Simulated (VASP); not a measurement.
A run of VASP 6.6.1:

INCAR

```
SYSTEM = SnO
PREC = Accurate ; ENCUT = 520
EDIFF = 1E-6 ; ISMEAR = 0
SIGMA = 0.1 ; LREAL = .False.
LASPH = .True. ; NELM = 60
ALGO = Normal ; ISIF = 2
LWAVE = .False. ; LCHARG = .False.
GGA = PE ; IVDW = 12
NBANDS = 28
```

The input KPOINTS:

```
regular mesh
0
Gamma
  4 4 4
  0 0 0
```

File POSCAR:

```
SnO
1.0
    3.8365550865      0.0000000000      0.0000000000
    0.0000000000      3.8365550865      0.0000000000
    0.0000000000      0.0000000000      4.7594503556
Sn O
2 2
Direct
    0.5000000000      0.0000000000      0.2434679931
    0.0000000000      0.5000000000      0.7565320069
    0.0000000000      0.0000000000      0.0000000000
    0.5000000000      0.5000000000      0.0000000000
```

Potentials or basis: VASP PAW PBE potentials, release 64 (Sn_d, O).

Run with:

```console
$ cat potpaw_PBE.64/Sn_d/POTCAR potpaw_PBE.64/O/POTCAR > POTCAR
$ mpirun -np 1 vasp_std > vasp.out
```

Hardware: 1 thread of Intel Xeon 8259CL (shared host).

How long does it take, and how much memory?

It took 56 s on 1 thread of Intel Xeon 8259CL, on a shared host, peak memory 0.2 GiB. Counts: scf iterations 14, k points 18.
